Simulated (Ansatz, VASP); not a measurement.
## CsI in VASP and in Ansatz

The input INCAR:

```
SYSTEM = CsI
  ALGO = Normal
  EDIFF = 1E-8
  ENCUT = 400
  GGA = CA
  GGA_COMPAT = .False.
  ISIF = 2
  ISMEAR = -1
  LASPH = .True.
  LCHARG = .False.
  LEFG = .True.
  LREAL = .False.
  LWAVE = .False.
  NBANDS = 15
  NELM = 120
  PREC = Accurate
  SIGMA = 0.01
```

Contents of KPOINTS:

```
k-points
0
Gamma
  7 7 7
  0 0 0
```

Contents of POSCAR:

```
CsI
1.0
    4.5667000000     -0.0456670000     -0.0456670000
   -0.0456670000      4.5667000000     -0.0456670000
   -0.0456670000     -0.0456670000      4.5667000000
Cs I
1 1
Direct
    0.0000000000      0.0000000000      0.0000000000
    0.5000000000      0.5000000000      0.5000000000
```

Input for Ansatz:

```yaml
crystal:
  lattice:
    - [4.5667, -0.045667, -0.045667]
    - [-0.045667, 4.5667, -0.045667]
    - [-0.045667, -0.045667, 4.5667]
  atoms:
    - { symbol: Cs, position: [0.0, 0.0, 0.0] }
    - { symbol: I, position: [0.5, 0.5, 0.5] }
kpoints:
  mp_grid: { grid: [7, 7, 7] }
scf:
  occupations: { method: fermi_dirac, width: 0.01 }
hamiltonian:
  xc: lda
  pseudopotentials: { kind: all_electron, datasets: crystal }
output:
  forces: true
  stress: true
  eigenvalues: true
  efg: { contact_densities: true }
```

Change from the starting cell: equal xy, yz and zx shear strains of -2 %, crystal datasets.

Alike in both runs: task electric field gradients; functional LDA; k mesh 7 × 7 × 7; occupations fermi-dirac, width 0.01 eV; no spin polarisation.

|  | VASP | Ansatz |
| --- | --- | --- |
| version | VASP 6.6.1 | Ansatz 0.2.0 |
| potentials or method | VASP PAW LDA potentials, release 64 (Cs_sv, I), cutoff 400 eV | all-electron PAW with datasets made for the crystal, scalar-relativistic |

|  | VASP | Ansatz | Ansatz less VASP |
| --- | --- | --- | --- |
| gap on the k mesh at the Fermi level (eV) | 3.56 | 3.55 | -0.008 |
| pressure (GPa) | -1.3 | -1.4 | -0.04 |
| traceless stress, the component that is largest in VASP (GPa) | 0.12 | 0.11 | -0.004 |
| size of Vzz on the site where it differs most (V/Å²) | 12.9 | 13.3 | +0.36 |

LDA's correlation is that of Perdew and Zunger in VASP and of Perdew and Wang (1992) in Ansatz. Ansatz ran all-electron here, and VASP with PAW potentials.

Neither program's run includes spin-orbit coupling.
